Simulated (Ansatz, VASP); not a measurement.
One calculation of SnSe2, two programs

INCAR

```
  PREC = Accurate
  ENCUT = 520
  EDIFF = 1E-6
  ISMEAR = 0
  SIGMA = 0.05
  LREAL = F
  LASPH = T
  NELM = 60
  ALGO = Normal
  ISIF = 2
  LWAVE = F
  LCHARG = F
  GGA = PE
  NBANDS = 20
```

Contents of KPOINTS:

```
regular mesh
0
Gamma
  12 12 6
```

File POSCAR:

```
SnSe2
1.0
    3.8109987816      0.0000000000      0.0000000000
   -1.9054993908      3.3004217586      0.0000000000
    0.0000000000      0.0000000000      6.1370000000
Sn Se
1 2
Direct
    0.0000000000      0.0000000000      0.0000000000
    0.3333333333      0.6666666667      0.2011161805
    0.6666666667      0.3333333333      0.7500000000
```

Input for Ansatz:

```yaml
crystal:
  lattice:
    - [3.8109987816, 0.0, 0.0]
    - [-1.9054993908, 3.3004217586, 0.0]
    - [0.0, 0.0, 6.137]
  atoms:
    - { symbol: Sn, position: [0.0, 0.0, 0.0] }
    - { symbol: Se, position: [0.3333333333, 0.6666666667, 0.2011161805] }
    - { symbol: Se, position: [0.6666666667, 0.3333333333, 0.75] }
basis:
  ecutwfc: 420
kpoints:
  mp_grid: { grid: [12, 12, 6] }
hamiltonian:
  xc: pbe
scf:
  occupations: { method: gaussian, width: 0.05 }
output:
  forces: true
  stress: true
  eigenvalues: true
```

Alike in both runs: task single point; functional PBE; k mesh 12 × 12 × 6; occupations gaussian, width 0.05 eV; no spin polarisation.

|  | VASP | Ansatz |
| --- | --- | --- |
| version | VASP 6.6.1 | Ansatz 0.2.0 |
| potentials or method | VASP PAW PBE potentials, release 64 (Sn_d, Se), cutoff 520 eV | scalar-relativistic, plane waves, PAW |
| valence electrons in the cell | 26 | 46 |

|  | VASP | Ansatz | Ansatz less VASP |
| --- | --- | --- | --- |
| gap on the k mesh at the Fermi level (eV) | 0.80 | 0.81 | +0.007 |
| least direct gap on the mesh (eV) | 0.88 | 0.89 | +0.012 |
| pressure (GPa) | 12.9 | 12.8 | -0.12 |
| traceless stress, the component that is largest in VASP (GPa) | 1.17 | 1.22 | +0.042 |
| rms of the force components (eV/Å) | 1.573 | 1.564 | -0.0092 |

Atom by atom the forces differ by 0.009 eV/Å (rms over components). VASP's potentials hold 26 valence electrons a cell and Ansatz's 46, so a difference there can come from the potentials and not from the codes.
